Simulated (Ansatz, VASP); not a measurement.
**One calculation of AlN, two programs**

```
CELL_PARAMETERS angstrom
0.00000 2.01887 1.99868
2.01887 0.00000 1.99868
2.01887 2.01887 0.00000
ATOMIC_POSITIONS crystal
Al 0.00000 0.00000 0.00000
N 0.50000 0.50000 0.50000
```

Change from the starting cell: uniaxial_z strain -1.0%.

Alike in both runs: task single point; functional r2SCAN; k mesh 10 × 10 × 10; no spin polarisation.

|  | VASP | Ansatz |
| --- | --- | --- |
| version | VASP 6.6.1 | Ansatz 0.2.0 |
| potentials or method | VASP PAW PBE potentials, release 64 (Al, N) | plane waves, PAW |
| plane-wave cutoff (eV) | 520 | 500 |
| occupations | gaussian, width 0.01 eV | fixed |
| valence electrons in the cell | 8 | 8 |

VASP gave:

| Quantity | Value |
| --- | --- |
| gap on the k mesh at the Fermi level (eV) | 5.54 |
| pressure (GPa) | 2.1 |
| traceless stress, the component that is largest in VASP (GPa) | 2.11 |

Question: Estimate Ansatz's values.

Answer: gap on the k mesh at the Fermi level (eV): 5.54; pressure (GPa): 2.9; traceless stress, the component that is largest in VASP (GPa): 2.07.

VASP's potentials were made for PBE, not for r2SCAN.
